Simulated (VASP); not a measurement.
# GdN (Fm-3m) in VASP: notebook

The runs below take GdN through single point, with PBE+U.

All numbers are computed with VASP 6.6.1; they aren't measurements. Logs are shortened: lines on timing, memory, paths and dates and some standing lists are left out, and cuts for length are marked.

## 1. The cell of the first run

It takes space group Fm-3m (No. 225, cubic). The conventional cell has a = 4.999 Å, b = 4.999 Å, c = 4.999 Å, α = 90.00°, β = 90.00°, γ = 90.00°. Gd (site symmetry m-3m) has 6 N at 2.50 Å within 3.3 Å. Within 3.3 Å of N (site symmetry m-3m) lie 6 Gd at 2.50 Å.

## 2. Single point, PBE+U, collinear spin, ferromagnetic start

INCAR

```
  ALGO = Normal
  EDIFF = 1E-6
  ENCUT = 600
  GGA = PE
  GGA_COMPAT = F
  ISIF = 2
  ISMEAR = 0
  ISPIN = 2
  LASPH = T
  LCHARG = F
  LDAU = T
  LDAUJ = 0 0
  LDAUL = 3 -1
  LDAUPRINT = 1
  LDAUTYPE = 2
  LDAUU = 4 0
  LMAXMIX = 6
  LORBIT = 11
  LREAL = F
  LWAVE = F
  MAGMOM = 7 0
  NBANDS = 22
  NELM = 200
  PREC = Accurate
  SIGMA = 0.1
```

KPOINTS

```
k-points
0
Gamma
  6 6 6
```

POSCAR

```
GdN
1.0
    0.0000000000      2.4995000000      2.4995000000
    2.4995000000      0.0000000000      2.4995000000
    2.4995000000      2.4995000000      0.0000000000
Gd N
1 1
Direct
    0.0000000000      0.0000000000      0.0000000000
    0.5000000000      0.5000000000      0.5000000000
```

Potentials or basis: VASP PAW PBE potentials, release 64 (Gd, N).

The run is started by

```console
> cat potpaw_PBE.64/Gd/POTCAR potpaw_PBE.64/N/POTCAR > POTCAR
> mpirun -np 1 vasp_std > vasp.out
```

OUTCAR:

```text
EDIFF = 1E-6
   ENCUT = 600
   GGA = PE
   ISIF = 2
   ISMEAR = 0
   ISPIN = 2
   LASPH = T
   LORBIT = 11
   LREAL = F
   NELM = 200
   PREC = Accurate

 ion  position               nearest neighbor table
   1  0.000  0.000  0.000-   2 2.50   2 2.50   2 2.50   2 2.50   2 2.50   2 2.50
   2  0.500  0.500  0.500-   1 2.50   1 2.50   1 2.50   1 2.50   1 2.50   1 2.50

  LATTYP: Found a face centered cubic cell.
 ALAT       =     4.9990000000

  Lattice vectors:

 A1 = (   0.0000000000,   2.4995000000,   2.4995000000)
 A2 = (   2.4995000000,   0.0000000000,   2.4995000000)
 A3 = (   2.4995000000,   2.4995000000,   0.0000000000)

Analysis of symmetry for initial positions (statically):
=====================================================================
 Subroutine PRICEL returns:
 Original cell was already a primitive cell.

 Routine SETGRP: Setting up the symmetry group for a
 face centered cubic supercell.

 Subroutine GETGRP returns: Found 48 space group operations
 (whereof 48 operations were pure point group operations)
 out of a pool of 48 trial point group operations.

The static configuration has the point symmetry O_h .

Analysis of symmetry for dynamics (positions and initial velocities):
=====================================================================
 Subroutine PRICEL returns:
 Original cell was already a primitive cell.

 Routine SETGRP: Setting up the symmetry group for a
 face centered cubic supercell.

 Subroutine GETGRP returns: Found 48 space group operations
 (whereof 48 operations were pure point group operations)
 out of a pool of 48 trial point group operations.

The dynamic configuration has the point symmetry O_h .

Analysis of structural, dynamic, and magnetic symmetry:
=====================================================================
 Subroutine PRICEL returns:
 Original cell was already a primitive cell.

 Routine SETGRP: Setting up the symmetry group for a
 face centered cubic supercell.

 Subroutine GETGRP returns: Found 48 space group operations
 (whereof 48 operations were pure point group operations)
 out of a pool of 48 trial point group operations.

The overall configuration has the point symmetry O_h .

 Subroutine INISYM returns: Found 48 space group operations
 (whereof 48 operations are pure point group operations),
 and found     1 'primitive' translations

----------------------------------------------------------------------------------------

                                     Primitive cell

  volume of cell :      31.2313

  direct lattice vectors                    reciprocal lattice vectors
     0.000000000  2.499500000  2.499500000    -0.200040008  0.200040008  0.200040008
     2.499500000  0.000000000  2.499500000     0.200040008 -0.200040008  0.200040008
     2.499500000  2.499500000  0.000000000     0.200040008  0.200040008 -0.200040008

  length of vectors
     3.534826799  3.534826799  3.534826799     0.346479457  0.346479457  0.346479457

  position of ions in fractional coordinates (direct lattice)
     0.000000000  0.000000000  0.000000000
     0.500000000  0.500000000  0.500000000

  ion indices of the primitive-cell ions
[... 116 lines left out ...]
  0.0009  0.0000  0.9904  0.0000  0.0000  0.0000 -0.0000
 -0.0000 -0.0000  0.0000  0.9915 -0.0000  0.0000  0.0000
 -0.0000  0.0000  0.0000 -0.0000  0.9904 -0.0000 -0.0009
  0.0000 -0.0000  0.0000  0.0000 -0.0000  0.9897  0.0000
 -0.0000  0.0000 -0.0000  0.0000 -0.0009  0.0000  0.9909

spin component  2

  0.0097  0.0000  0.0042 -0.0000 -0.0000 -0.0000 -0.0000
  0.0000  0.0004 -0.0000  0.0000 -0.0000 -0.0000 -0.0000
  0.0042 -0.0000  0.0075  0.0000  0.0000 -0.0000  0.0000
 -0.0000  0.0000  0.0000  0.0129 -0.0000 -0.0000  0.0000
 -0.0000 -0.0000  0.0000 -0.0000  0.0075  0.0000 -0.0042
 -0.0000 -0.0000 -0.0000 -0.0000  0.0000  0.0043 -0.0000
 -0.0000 -0.0000  0.0000  0.0000 -0.0042 -0.0000  0.0097

 occupancies and eigenvectors

  o =  0.0004  v =  0.0000  0.0000  0.0000  0.0000  0.0000  0.0000  0.0000  0.0000 -1.0000 -0.0000 -0.0000  0.0000 -0.0000 -0.0000      0.0000  0.0000  0.0000  0.0000  0.0000  0.0000  0.0000  0.0000  0.0000  0.0000  0.0000  0.0000  0.0000  0.0000
  o =  0.0043  v =  0.0000  0.0000  0.0000  0.0000  0.0000  0.0000  0.0000  0.6124  0.0000 -0.7906  0.0000  0.0005 -0.0003  0.0004      0.0000  0.0000  0.0000  0.0000  0.0000  0.0000  0.0000  0.0000  0.0000  0.0000  0.0000  0.0000  0.0000  0.0000
  o =  0.0043  v =  0.0000  0.0000  0.0000  0.0000  0.0000  0.0000  0.0000 -0.0004  0.0000  0.0005  0.0000  0.7906  0.0015  0.6124      0.0000  0.0000  0.0000  0.0000  0.0000  0.0000  0.0000  0.0000  0.0000  0.0000  0.0000  0.0000  0.0000  0.0000
  o =  0.0043  v =  0.0000  0.0000  0.0000  0.0000  0.0000  0.0000  0.0000 -0.0002  0.0000  0.0002 -0.0000  0.0012 -1.0000  0.0009      0.0000  0.0000  0.0000  0.0000  0.0000  0.0000  0.0000  0.0000  0.0000  0.0000  0.0000  0.0000  0.0000  0.0000
  o =  0.0129  v =  0.0000  0.0000  0.0000  0.0000  0.0000  0.0000  0.0000  0.0000  0.0000 -0.0000 -1.0000 -0.0008  0.0000  0.0010      0.0000  0.0000  0.0000  0.0000  0.0000  0.0000  0.0000  0.0000  0.0000  0.0000  0.0000  0.0000  0.0000  0.0000
  o =  0.0129  v =  0.0000  0.0000  0.0000  0.0000  0.0000  0.0000  0.0000  0.7906  0.0000  0.6124 -0.0000 -0.0000 -0.0000 -0.0000      0.0000  0.0000  0.0000  0.0000  0.0000  0.0000  0.0000  0.0000  0.0000  0.0000  0.0000  0.0000  0.0000  0.0000
  o =  0.0129  v =  0.0000  0.0000  0.0000  0.0000  0.0000  0.0000  0.0000  0.0000  0.0000  0.0000 -0.0013  0.6124  0.0000 -0.7906      0.0000  0.0000  0.0000  0.0000  0.0000  0.0000  0.0000  0.0000  0.0000  0.0000  0.0000  0.0000  0.0000  0.0000
  o =  0.9883  v = -0.0000 -1.0000  0.0000  0.0000  0.0000 -0.0000  0.0000  0.0000  0.0000  0.0000  0.0000  0.0000  0.0000  0.0000      0.0000  0.0000  0.0000  0.0000  0.0000  0.0000  0.0000  0.0000  0.0000  0.0000  0.0000  0.0000  0.0000  0.0000
  o =  0.9897  v = -0.0002  0.0000  0.0002  0.0000  0.7883  0.0749  0.6107  0.0000  0.0000  0.0000  0.0000  0.0000  0.0000  0.0000      0.0000  0.0000  0.0000  0.0000  0.0000  0.0000  0.0000  0.0000  0.0000  0.0000  0.0000  0.0000  0.0000  0.0000
  o =  0.9897  v =  0.6124 -0.0000 -0.7906  0.0000  0.0002  0.0004  0.0001  0.0000  0.0000  0.0000  0.0000  0.0000  0.0000  0.0000      0.0000  0.0000  0.0000  0.0000  0.0000  0.0000  0.0000  0.0000  0.0000  0.0000  0.0000  0.0000  0.0000  0.0000
  o =  0.9897  v =  0.0002  0.0000 -0.0003  0.0000  0.0592 -0.9972  0.0459  0.0000  0.0000  0.0000  0.0000  0.0000  0.0000  0.0000      0.0000  0.0000  0.0000  0.0000  0.0000  0.0000  0.0000  0.0000  0.0000  0.0000  0.0000  0.0000  0.0000  0.0000
  o =  0.9915  v =  0.0000 -0.0000 -0.0000 -0.9934 -0.0704 -0.0000  0.0909  0.0000  0.0000  0.0000  0.0000  0.0000  0.0000  0.0000      0.0000  0.0000  0.0000  0.0000  0.0000  0.0000  0.0000  0.0000  0.0000  0.0000  0.0000  0.0000  0.0000  0.0000
  o =  0.9915  v = -0.0000  0.0000 -0.0000 -0.1149  0.6083 -0.0000 -0.7853  0.0000  0.0000  0.0000  0.0000  0.0000  0.0000  0.0000      0.0000  0.0000  0.0000  0.0000  0.0000  0.0000  0.0000  0.0000  0.0000  0.0000  0.0000  0.0000  0.0000  0.0000
  o =  0.9915  v =  0.7906  0.0000  0.6124 -0.0000  0.0000  0.0000 -0.0000  0.0000  0.0000  0.0000  0.0000  0.0000  0.0000  0.0000      0.0000  0.0000  0.0000  0.0000  0.0000  0.0000  0.0000  0.0000  0.0000  0.0000  0.0000  0.0000  0.0000  0.0000

 number of electron      23.0000005 magnetization       7.0000337

 Free energy of the ion-electron system (eV)
  ---------------------------------------------------
  ext. energy  EPLUGINS =         0.00000000
  ---------------------------------------------------
  free energy    TOTEN  =       -22.91981916 eV

  energy without entropy =      -22.91977058  energy(sigma->0) =      -22.91979487

 E-fermi :   3.7849     XC(G=0): -11.5368

 val. band max:        3.5938931029   @ k =   0.5000   0.5000   0.0000
 cond. band min:       3.9763990069   @ k =   0.3333   0.3333   0.0000
 fundamental gap:      0.3825059040
 Fermi energy:         3.7848776805

 spin component 1

 k-point     1 :       0.0000    0.0000    0.0000
  band No.  band energies     occupation
      1     -39.9756      1.00000
      2     -16.9679      1.00000
      3     -16.9679      1.00000
      4     -16.9679      1.00000
      5      -9.0884      1.00000
      6      -1.6270      1.00000
[... 389 lines left out ...]
     21      14.7541      0.00000
     22      15.6025      0.00000
 Fermi energy:         3.7848776805

 spin component 2

 k-point     1 :       0.0000    0.0000    0.0000
  band No.  band energies     occupation
      1     -36.8614      1.00000
      2     -14.7074      1.00000
      3     -14.7074      1.00000
      4     -14.7074      1.00000
      5      -9.1256      1.00000
      6       3.2954      1.00000
[... 389 lines left out ...]
     21      15.6771      0.00000
     22      16.6463      0.00000

------------------------ aborting loop because EDIFF is reached ----------------------------------------

  FORCE on cell =-STRESS in cart. coord.  units (eV):
  Direction    XX          YY          ZZ          XY          YZ          ZX
  --------------------------------------------------------------------------------------
  -------------------------------------------------------------------------------------
  Total        0.0220768      0.0220768      0.0220768      0.0000000      0.0000000     -0.0000000
  in kB        1.1325477      1.1325477      1.1325477      0.0000000      0.0000000     -0.0000000
  external PRESSURE =       1.1325477 kB  Pullay stress =       0.0000000 kB

 VOLUME and BASIS-vectors are now :
 -----------------------------------------------------------------------------
  energy-cutoff  :      600.00
  volume of cell :       31.23
      direct lattice vectors                 reciprocal lattice vectors
     0.000000000  2.499500000  2.499500000    -0.200040008  0.200040008  0.200040008
     2.499500000  0.000000000  2.499500000     0.200040008 -0.200040008  0.200040008
     2.499500000  2.499500000  0.000000000     0.200040008  0.200040008 -0.200040008

 POSITION                                       TOTAL-FORCE (eV/Angst)
 -----------------------------------------------------------------------------------
      0.00000      0.00000      0.00000         0.000000      0.000000      0.000000
      2.49950      2.49950      2.49950        -0.000000     -0.000000     -0.000000
 -----------------------------------------------------------------------------------
    total drift:                                0.000000      0.000000      0.000000

  FREE ENERGIE OF THE ION-ELECTRON SYSTEM (eV)
  ---------------------------------------------------
  free  energy   TOTEN  =       -22.9198191565 eV

  energy  without entropy=      -22.9197705821  energy(sigma->0) =      -22.91979487

 total charge

# of ion       s       p       d       f       tot
--------------------------------------------------
    1        2.035   5.666   0.535   6.977  15.212
    2        1.245   2.378   0.000   0.000   3.623
--------------------------------------------------
tot          3.280   8.044   0.535   6.977  18.836

 magnetization (x)

# of ion       s       p       d       f       tot
--------------------------------------------------
    1       -0.006  -0.084   0.073   6.875   6.857
    2       -0.008  -0.098   0.000   0.000  -0.107
--------------------------------------------------
tot         -0.014  -0.183   0.073   6.875   6.751
```

Run time: 26 s. Hardware: 1 thread of AMD EPYC 9R45 (Zen 5), shared host; peak memory 0.16 GiB.

What came out:

```yaml
Free_energy: -22.9198 eV
Pressure: 0.1 GPa
Band_gap_on_the_k_mesh: zero (filled and empty bands overlap)
Net_moment: 7.00 μB per cell
Site_moments: Gd +6.86; N -0.11 μB
Valence_electrons_inside_the_program's_atomic_spheres: Gd 15.21; N 3.62
```

Eigenvalues of the final occupation matrices:
```tsv
site	spin	trace	eigenvalues
site 1 f	1	6.93	0.99 0.99 0.99 0.99 0.99 0.99 0.99
site 1 f	2	0.05	0.00 0.00 0.00 0.00 0.01 0.01 0.01
```

Caveat: the k points lie up to 0.36 Å⁻¹ apart; spin-orbit coupling is left out, which moves the levels of the heavy elements; a cell with one magnetic atom can't hold antiferromagnetic order, which such compounds often take. The state reached can hang on the start; a lower one may exist.

## 3. Single point, PBE+U, collinear spin

INCAR

```
PREC = Accurate ; ENCUT = 600
EDIFF = 1E-6 ; ISMEAR = 0
SIGMA = 0.1 ; LREAL = F
LASPH = T ; NELM = 200
ALGO = Normal ; ISIF = 2
LWAVE = F ; LCHARG = F
ISPIN = 2 ; MAGMOM = 7.61 -0.14
LORBIT = 11 ; LMAXMIX = 6
LDAU = T ; LDAUTYPE = 2
LDAUL = 3 -1 ; LDAUU = 4 0
LDAUJ = 0 0 ; LDAUPRINT = 1
GGA = PE ; NBANDS = 22
GGA_COMPAT = F
```

KPOINTS

```
Automatic mesh
0
Gamma
  14 14 14
```

POSCAR

```
GdN
1.0
    0.0000000000      2.4984501980      2.4984501980
    2.4984501980      0.0000000000      2.4984501980
    2.4984501980      2.4984501980      0.0000000000
Gd N
1 1
Direct
    0.0000000000      0.0000000000      0.0000000000
    0.5000000000      0.5000000000      0.5000000000
```

Potentials or basis: VASP PAW PBE potentials, release 64 (Gd, N).

The run is started by

```console
> cat potpaw_PBE.64/Gd/POTCAR potpaw_PBE.64/N/POTCAR > POTCAR
> mpirun -np 1 vasp_std > vasp.out
```

It took 2.2 min on 1 thread of AMD EPYC 9R45 (Zen 5), shared host; peak memory 0.26 GiB.

It converged, with:

```
Free energy                                           : -22.9268 eV
Pressure                                              : 0.2 GPa
Band gap on the k mesh                                : zero (filled and empty bands overlap)
Net moment                                            : 7.00 μB per cell
Site moments                                          : Gd +6.86; N -0.11 μB
Valence electrons inside the program's atomic spheres : Gd 15.21; N 3.62
```

Levels at points of the mesh, in eV from the Fermi level:
Spin up:
```tsv
k point	band 12	band 13	band 14	band 15	band 16	band 17	band 18	band 19
(0.00, 0.00, 0.00)	-5.21	0.15	0.15	0.15	2.52	2.52	2.52	3.22
(0.50, 0.00, 0.00)	-5.18	-4.30	-2.48	-2.48	5.13	5.86	5.86	6.56
(0.50, 0.50, 0.00)	-5.25	-1.39	-0.41	-0.25	-0.25	6.47	6.51	7.54
```
Spin down:
```
           k point  band 6  band 7  band 8  band 9  band 10  band 11
(0.00, 0.00, 0.00)   -0.55   -0.55   -0.55    3.34     3.34     3.34
(0.50, 0.00, 0.00)   -4.04   -2.39   -2.39    3.57     3.80     3.80
(0.50, 0.50, 0.00)   -1.09   -0.60   -0.60    0.25     3.88     3.88
```

Eigenvalues of the final occupation matrices:
| site | spin | trace | eigenvalues |
| --- | --- | --- | --- |
| site 1 f | 1 | 6.93 | 0.99 0.99 0.99 0.99 0.99 0.99 0.99 |
| site 1 f | 2 | 0.05 | 0.00 0.00 0.00 0.00 0.01 0.01 0.01 |

Caveat: spin-orbit coupling is left out, which moves the levels of the heavy elements; a cell with one magnetic atom can't hold antiferromagnetic order, which such compounds often take.

## 4. Single point, PBE+U, collinear spin

INCAR

```
PREC = Accurate
ENCUT = 600
EDIFF = 1E-6
ISMEAR = 0
SIGMA = 0.1
LREAL = F
LASPH = T
NELM = 200
ALGO = Normal
ISIF = 2
LWAVE = F
LCHARG = T
ISPIN = 2
MAGMOM = 7.61 -0.15
LORBIT = 11
LMAXMIX = 6
LDAU = T
LDAUTYPE = 2
LDAUL = 3 -1
LDAUU = 4 0
LDAUJ = 0 0
LDAUPRINT = 1
GGA = PE
LELF = T
LVHAR = T
NBANDS = 22
GGA_COMPAT = F
```

KPOINTS is that of step 3.

POSCAR is that of step 3.

The run is started by

```console
> cat potpaw_PBE.64/Gd/POTCAR potpaw_PBE.64/N/POTCAR > POTCAR
> mpirun -np 1 vasp_std > vasp.out
```

Wall time 2.2 min (1 thread of AMD EPYC 9R45 (Zen 5), shared host); peak memory 0.26 GiB.

It converged, with:

- Free energy: -22.9268 eV
- Pressure: 0.2 GPa
- Band gap on the k mesh: zero (filled and empty bands overlap)
- Net moment: 7.00 μB per cell
- Site moments: Gd +6.86; N -0.11 μB
- Valence electrons inside the program's atomic spheres: Gd 15.21; N 3.62

Levels at points of the mesh, in eV from the Fermi level:
Spin up:
```
           k point  band 11  band 12  band 13  band 14  band 15  band 16  band 17  band 18  band 19  band 20
(0.00, 0.00, 0.00)    -5.21    -5.21     0.15     0.15     0.15     2.52     2.52     2.52     3.22     4.62
(0.50, 0.00, 0.00)    -5.20    -5.18    -4.30    -2.48    -2.48     5.13     5.86     5.86     6.56     9.90
(0.50, 0.50, 0.00)    -5.27    -5.25    -1.39    -0.41    -0.25    -0.25     6.47     6.51     7.54     7.54
```
Spin down:
```csv
k point,band 5,band 6,band 7,band 8,band 9,band 10,band 11,band 12
"(0.00, 0.00, 0.00)",-12.98,-0.55,-0.55,-0.55,3.34,3.34,3.34,3.51
"(0.50, 0.00, 0.00)",-11.07,-4.04,-2.39,-2.39,3.57,3.80,3.80,4.07
"(0.50, 0.50, 0.00)",-12.69,-1.09,-0.60,-0.60,0.25,3.88,3.88,3.99
```

Eigenvalues of the final occupation matrices:
| site | spin | trace | eigenvalues |
| --- | --- | --- | --- |
| site 1 f | 1 | 6.93 | 0.99 0.99 0.99 0.99 0.99 0.99 0.99 |
| site 1 f | 2 | 0.05 | 0.00 0.00 0.00 0.00 0.01 0.01 0.01 |

Caveat: spin-orbit coupling is left out, which moves the levels of the heavy elements; a cell with one magnetic atom can't hold antiferromagnetic order, which such compounds often take.

(Part 1 of 2 ends here.)

The gap in the log of VASP goes by the Fermi energy; the results here count the filled bands.